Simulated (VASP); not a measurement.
# Si (Fd-3m) in VASP: settings compared

Si is run at these levels: PBE, BLYP+D3(BJ); tasks: single point, relaxation of cell and atoms.

Everything below comes from runs of VASP 6.6.1. Logs are shortened: lines on timing, memory, paths and dates and some standing lists are left out, and cuts for length are marked.

### 1 The cell of the first run

The structure is cubic, space group Fd-3m (No. 227). Conventional cell: a = 5.444 Å, b = 5.444 Å, c = 5.444 Å, α = 90.00°, β = 90.00°, γ = 90.00°. Si (site symmetry -43m) has 4 Si at 2.36 Å within 3.1 Å.

### 2 Single point, PBE

INCAR

```
SYSTEM = Si
ALGO = Normal ; EDIFF = 1E-7
ENCUT = 520 ; GGA = PE
ISIF = 2 ; ISMEAR = 0
LASPH = .True. ; LCHARG = .False.
LREAL = .False. ; LWAVE = .False.
NBANDS = 11 ; NELM = 80
PREC = Accurate ; SIGMA = 0.015
```

KPOINTS

```
k-points
0
Gamma
  8 8 8
  0 0 0
```

POSCAR

```
Si
1.0
    0.0000000000      2.7218511865      2.7218511865
    2.7218511865      0.0000000000      2.7218511865
    2.7218511865      2.7218511865      0.0000000000
Si
2
Direct
    0.5000000000      0.5000000000      0.5000000000
    0.7500000000      0.7500000000      0.7500000000
```

Potentials or basis: VASP PAW PBE potentials, release 64 (Si).

Started as:

```
> cat potpaw_PBE.64/Si/POTCAR > POTCAR
> mpirun -np 1 vasp_std > vasp.out
```

OUTCAR:

```text
SYSTEM = Si
   EDIFF = 1E-7
   ENCUT = 520
   GGA = PE
   ISIF = 2
   ISMEAR = 0
   LASPH = .True.
   LREAL = .False.
   NELM = 80
   PREC = Accurate

 ion  position               nearest neighbor table
   1  0.500  0.500  0.500-   2 2.36   2 2.36   2 2.36   2 2.36
   2  0.750  0.750  0.750-   1 2.36   1 2.36   1 2.36   1 2.36

  LATTYP: Found a face centered cubic cell.
 ALAT       =     5.4437023730

  Lattice vectors:

 A1 = (   0.0000000000,   2.7218511865,   2.7218511865)
 A2 = (   2.7218511865,   0.0000000000,   2.7218511865)
 A3 = (   2.7218511865,   2.7218511865,   0.0000000000)

Analysis of symmetry for initial positions (statically):
=====================================================================
 Subroutine PRICEL returns:
 Original cell was already a primitive cell.

 Routine SETGRP: Setting up the symmetry group for a
 face centered cubic supercell.

 Subroutine GETGRP returns: Found 48 space group operations
 (whereof 24 operations were pure point group operations)
 out of a pool of 48 trial point group operations.

The static configuration has the point symmetry T_d .
 The point group associated with its full space group is O_h .

Analysis of symmetry for dynamics (positions and initial velocities):
=====================================================================
 Subroutine PRICEL returns:
 Original cell was already a primitive cell.

 Routine SETGRP: Setting up the symmetry group for a
 face centered cubic supercell.

 Subroutine GETGRP returns: Found 48 space group operations
 (whereof 24 operations were pure point group operations)
 out of a pool of 48 trial point group operations.

The dynamic configuration has the point symmetry T_d .
 The point group associated with its full space group is O_h .

 Subroutine INISYM returns: Found 48 space group operations
 (whereof 24 operations are pure point group operations),
 and found     1 'primitive' translations

----------------------------------------------------------------------------------------

                                     Primitive cell

  volume of cell :      40.3295

  direct lattice vectors                    reciprocal lattice vectors
     0.000000000  2.721851186  2.721851186    -0.183698507  0.183698507  0.183698507
     2.721851186  0.000000000  2.721851186     0.183698507 -0.183698507  0.183698507
     2.721851186  2.721851186  0.000000000     0.183698507  0.183698507 -0.183698507

  length of vectors
     3.849278863  3.849278863  3.849278863     0.318175148  0.318175148  0.318175148

  position of ions in fractional coordinates (direct lattice)
     0.500000000  0.500000000  0.500000000
     0.750000000  0.750000000  0.750000000

  ion indices of the primitive-cell ions
   primitive index   ion index
                 1           1
                 2           2

----------------------------------------------------------------------------------------

 KPOINTS: k-points

Automatic generation of k-mesh.
 Grid dimensions read from file:
 generate k-points for:    8    8    8

 Generating k-lattice:

  Cartesian coordinates                     Fractional coordinates (reciprocal lattice)
    -0.022962313  0.022962313  0.022962313     0.125000000  0.000000000  0.000000000
     0.022962313 -0.022962313  0.022962313     0.000000000  0.125000000  0.000000000
     0.022962313  0.022962313 -0.022962313     0.000000000  0.000000000  0.125000000

  Length of vectors
     0.039771893  0.039771893  0.039771893

  Shift w.r.t. Gamma in fractional coordinates (k-lattice)
     0.000000000  0.000000000  0.000000000

 Subroutine IBZKPT returns following result:
 ===========================================

 Found     29 irreducible k-points:

 Following reciprocal coordinates:
            Coordinates               Weight
  0.000000  0.000000  0.000000      1.000000
  0.125000  0.000000  0.000000      8.000000
  0.250000  0.000000  0.000000      8.000000
  0.375000  0.000000  0.000000      8.000000
  0.500000  0.000000  0.000000      4.000000
  0.125000  0.125000  0.000000      6.000000
[... 16 lines left out ...]
  0.500000  0.250000  0.125000     48.000000
 -0.375000  0.250000  0.125000     24.000000
 [... further k-points ...]
   k-points           NKPTS =     29   k-points in BZ     NKDIM =     29   number of bands    NBANDS=     11
   number of dos      NEDOS =    301   number of ions     NIONS =      2
   total plane-waves  NPLWV =  27000
   dimension x,y,z NGX =    30 NGY =   30 NGZ =   30
   dimension x,y,z NGXF=    60 NGYF=   60 NGZF=   60
   ions per type =               2
   NGX,Y,Z   is equivalent  to a cutoff of  12.96, 12.96, 12.96 a.u.
   NGXF,Y,Z  is equivalent  to a cutoff of  25.91, 25.91, 25.91 a.u.
 SYSTEM =  Si
   PREC   = accura    normal or accurate (medium, high low for compatibility)
   ISTART =      0    job   : 0-new  1-cont  2-samecut
   ICHARG =      2    charge: 1-file 2-atom 10-const
   ISPIN  =      1    spin polarized calculation?
   LNONCOLLINEAR =      F non collinear calculations
   LSORBIT =      F    spin-orbit coupling
   LASPH  =      T    aspherical Exc in radial PAW
   ENCUT  =  520.0 eV  38.22 Ry    6.18 a.u.   7.16  7.16  7.16*2*pi/ulx,y,z
   NELM   =     80;   NELMIN=  2; NELMDL= -5     # of ELM steps
   EDIFF  = 0.1E-06   stopping-criterion for ELM
   LREAL  =      F    real-space projection
   EDIFFG = 0.1E-05   stopping-criterion for IOM
   NSW    =      0    number of steps for IOM
   IBRION =     -1    ionic relax: 0-MD 1-quasi-New 2-CG
   NFREE  =      0    steps in history (QN), initial steepest desc. (CG)
   ISIF   =      2    stress and relaxation
   ISYM   =      2    0-nonsym 1-usesym 2-fastsym
   POTIM  = 0.5000    time-step for ionic-motion
   TEBEG  =    0.0;   TEEND  =   0.0 temperature during run
   PSTRESS=    0.0 pullay stress
   NELECT =       8.0000    total number of electrons
   NUPDOWN=      -1.0000    fix difference up-down
   EMIN   =  10.00;   EMAX   =-10.00  energy-range for DOS
   EFERMI =   0.00;   METHOD = LEGACY
   ISMEAR =     0;   SIGMA  =   0.01  broadening in eV -4-tet -1-fermi 0-gaus
   EFERMI_NEDOS =   21; number of points for ismear=-14 and -15
   IALGO  =     38    algorithm
   IMIX   =      4    mixing-type and parameters
     AMIX     =   0.40;   BMIX     =  1.00
     AMIX_MAG =   1.60;   BMIX_MAG =  1.00
  volume/ion in A,a.u.               =      20.16       136.08
  Fermi-wavevector in a.u.,A,eV,Ry     =   0.954766  1.804247 12.402783  0.911579
  Thomas-Fermi vector in A             =   2.083543
   LORBIT       =      0    0 simple, 1 ext, 2 COOP (PROOUT), +10 PAW based schemes
   GGA     = PE    functional components
   LHFCALC =     F    Hartree Fock is set to
   AEXX    =    0.0000 exact exchange contribution
   IVDW    =     0    specifies the selected vdW correction
   LEPSILON=     F    determine dielectric tensor
   LRPA    =     F    only Hartree local field effects (RPA)
 non-spin polarized calculation
 Gauss-broadening in eV      SIGMA  =   0.01
  energy-cutoff  :      520.00
  volume of cell :       40.33
 maximum number of plane-waves:      1106
 NGX is ok and might be reduce to    30
   NGX = 15   NGY = 15   NGZ = 15

 number of electron       8.0000001 magnetization

 Free energy of the ion-electron system (eV)
  ---------------------------------------------------
  ext. energy  EPLUGINS =         0.00000000
  ---------------------------------------------------
  free energy    TOTEN  =       -10.84388605 eV

  energy without entropy =      -10.84388605  energy(sigma->0) =      -10.84388605

 E-fermi :   5.8789     XC(G=0):  -9.3800

 val. band max:        5.7550143134   @ k =   0.0000   0.0000   0.0000
 cond. band min:       6.3828445539   @ k =   0.3750   0.3750   0.0000
 fundamental gap:      0.6278302405
 Fermi energy:         5.8789172360

 k-point     1 :       0.0000    0.0000    0.0000
  band No.  band energies     occupation
      1      -6.1534      2.00000
      2       5.7550      2.00000
      3       5.7550      2.00000
      4       5.7550      2.00000
      5       8.3172      0.00000
      6       8.3172      0.00000
      7       8.3172      0.00000
      8       9.0463      0.00000
      9      13.4707      0.00000
     10      13.4707      0.00000
     11      13.6867      0.00000

 k-point     2 :       0.1250    0.0000    0.0000
  band No.  band energies     occupation
      1      -5.9505      2.00000
      2       4.1605      2.00000
      3       5.4686      2.00000
      4       5.4686      2.00000
      5       8.2392      0.00000
      6       8.7383      0.00000
      7       8.7383      0.00000
      8      10.4080      0.00000
      9      12.9922      0.00000
     10      12.9922      0.00000
     11      14.4696      0.00000

 k-point     3 :       0.2500    0.0000    0.0000
  band No.  band energies     occupation
      1      -5.3588      2.00000
      2       1.8441      2.00000
      3       5.0011      2.00000
      4       5.0011      2.00000
      5       7.7621      0.00000
      6       9.2560      0.00000
      7       9.2560      0.00000
      8      12.6195      0.00000
      9      12.9471      0.00000
     10      12.9471      0.00000
     11      14.7284      0.00000

 k-point     4 :       0.3750    0.0000    0.0000
  band No.  band energies     occupation
      1      -4.4717      2.00000
      2      -0.1634      2.00000
      3       4.6758      2.00000
      4       4.6758      2.00000
      5       7.3981      0.00000
      6       9.2069      0.00000
      7       9.2069      0.00000
      8      13.6239      0.00000
      9      14.3219      0.00000
     10      14.3219      0.00000
     11      15.3854      0.00000
[... 239 lines left out ...]
 k-point    22 :       0.3750    0.2500    0.1250
  band No.  band energies     occupation
      1      -4.8324      2.00000
      2       1.4751      2.00000
      3       3.0646      2.00000
      4       4.3381      2.00000
      5       8.2017      0.00000
      6       9.6342      0.00000
      7       9.9512      0.00000
      8      11.2362      0.00000
      9      13.5189      0.00000
     10      15.9586      0.00000
     11      16.8031      0.00000

 k-point    23 :       0.5000    0.2500    0.1250
  band No.  band energies     occupation
      1      -3.9506      2.00000
      2      -0.0655      2.00000
      3       2.4582      2.00000
      4       3.8416      2.00000
      5       8.6288      0.00000
      6       9.3014      0.00000
      7      10.7606      0.00000
      8      11.6713      0.00000
      9      14.7456      0.00000
     10      15.4527      0.00000
     11      17.7224      0.00000

 k-point    24 :      -0.3750    0.2500    0.1250
  band No.  band energies     occupation
      1      -3.3045      2.00000
      2      -1.0017      2.00000
      3       2.3285      2.00000
      4       3.6143      2.00000
      5       8.8087      0.00000
      6       8.8919      0.00000
      7      11.6448      0.00000
      8      12.8542      0.00000
      9      13.1221      0.00000
     10      16.3119      0.00000
     11      17.4053      0.00000

 [... further k-points ...]
[... 5 lines left out ...]
  --------------------------------------------------------------------------------------
  -------------------------------------------------------------------------------------
  Total        0.3173340      0.3173340      0.3173340     -0.0000000     -0.0000000     -0.0000000
  in kB       12.6067758     12.6067758     12.6067758     -0.0000000     -0.0000000     -0.0000000
  external PRESSURE =      12.6067758 kB  Pullay stress =       0.0000000 kB

 VOLUME and BASIS-vectors are now :
 -----------------------------------------------------------------------------
  energy-cutoff  :      520.00
  volume of cell :       40.33
      direct lattice vectors                 reciprocal lattice vectors
     0.000000000  2.721851186  2.721851186    -0.183698507  0.183698507  0.183698507
     2.721851186  0.000000000  2.721851186     0.183698507 -0.183698507  0.183698507
     2.721851186  2.721851186  0.000000000     0.183698507  0.183698507 -0.183698507

 POSITION                                       TOTAL-FORCE (eV/Angst)
 -----------------------------------------------------------------------------------
      2.72185      2.72185      2.72185        -0.000000     -0.000000     -0.000000
      4.08278      4.08278      4.08278         0.000000      0.000000      0.000000
 -----------------------------------------------------------------------------------
    total drift:                                0.000000     -0.000000     -0.000000

  FREE ENERGIE OF THE ION-ELECTRON SYSTEM (eV)
  ---------------------------------------------------
  free  energy   TOTEN  =       -10.8438860467 eV

  energy  without entropy=      -10.8438860467  energy(sigma->0) =      -10.84388605
```

Wall time 25 s (1 thread of AMD EPYC 7R43 (Zen 3), shared host); peak memory 0.12 GiB.

What came out:

| Quantity | Value |
| --- | --- |
| Free energy | -10.8439 eV |
| Pressure | 1.3 GPa |
| Band gap on the k mesh | 0.63 eV, indirect (least direct gap 2.56 eV) |

A k mesh can miss the band edges. PBE gaps usually lie below the measured ones, often by a third to a half.

### 3 Single point, BLYP+D3(BJ)

This run uses another cell than the first one, of 19.82 Å³/atom, 0.983 times its volume.

INCAR

```
SYSTEM = Si
AGGAC    = 1.0          
AGGAX    = 1.0          
ALDAC    = 0.0          
ALDAX    = 1.0          
ALGO     = Normal         ! electronic algorithm
EDIFF    = 1E-7           ! SCF threshold, eV
ENCUT    = 520            ! plane-wave cutoff, eV
GGA      = B5             ! functional
ISIF     = 2              ! what is computed and relaxed
ISMEAR   = -1             ! smearing method
IVDW     = 12             ! dispersion correction
LASPH    = .TRUE.         ! aspherical terms in the spheres
LCHARG   = .FALSE.        ! write CHGCAR
LREAL    = .FALSE.        ! projectors in reciprocal space
LWAVE    = .FALSE.        ! write WAVECAR
NBANDS   = 11             ! bands
NELM     = 80             ! most SCF steps
PREC     = Accurate       ! precision mode
SIGMA    = 0.05           ! smearing width, eV
VDW_A1   = 0.4298       
VDW_A2   = 4.2359       
VDW_S6   = 1.0          
VDW_S8   = 2.6996
```

KPOINTS

```
k-points
0
G
  8 8 8
  0 0 0
```

POSCAR

```
Si
1.0
    0.0000000000      2.7063101043      2.7063101043
    2.7063101043      0.0000000000      2.7063101043
    2.7063101043      2.7063101043      0.0000000000
Si
2
Direct
    0.5000000000      0.5000000000      0.5000000000
    0.7500000000      0.7500000000      0.7500000000
```

Potentials or basis: VASP PAW PBE potentials, release 64 (Si).

Started as:

```
> cat potpaw_PBE.64/Si/POTCAR > POTCAR
> mpirun -np 1 vasp_std > vasp.out
```

Wall time 25 s (1 thread of AMD EPYC 7R43 (Zen 3), shared host); peak memory 0.12 GiB.

It converged, with:

```
Free energy                : -10.8489 eV
Pressure                   : 0.2 GPa
Band gap on the k mesh     : 0.83 eV, indirect (least direct gap 2.71 eV)
Dispersion energy per atom : -0.705 eV
```

Levels at points of the mesh, in eV from the valence-band top:
```
           k point  band 1  band 2  band 3  band 4  band 5  band 6  band 7  band 8  band 9
(0.00, 0.00, 0.00)  -11.94    0.00    0.00    0.00    2.71    2.71    2.71    3.45    7.93
(0.50, 0.00, 0.00)   -9.63   -6.90   -1.18   -1.18    1.68    3.52    3.52    8.10   10.74
(0.50, 0.50, 0.00)   -7.80   -7.80   -2.80   -2.80    0.93    0.93   10.25   10.25   11.12
```

Caveat: the PAW data sets were made with another functional, which shifts forces and pressure a little.

[end of part 1 of 2]
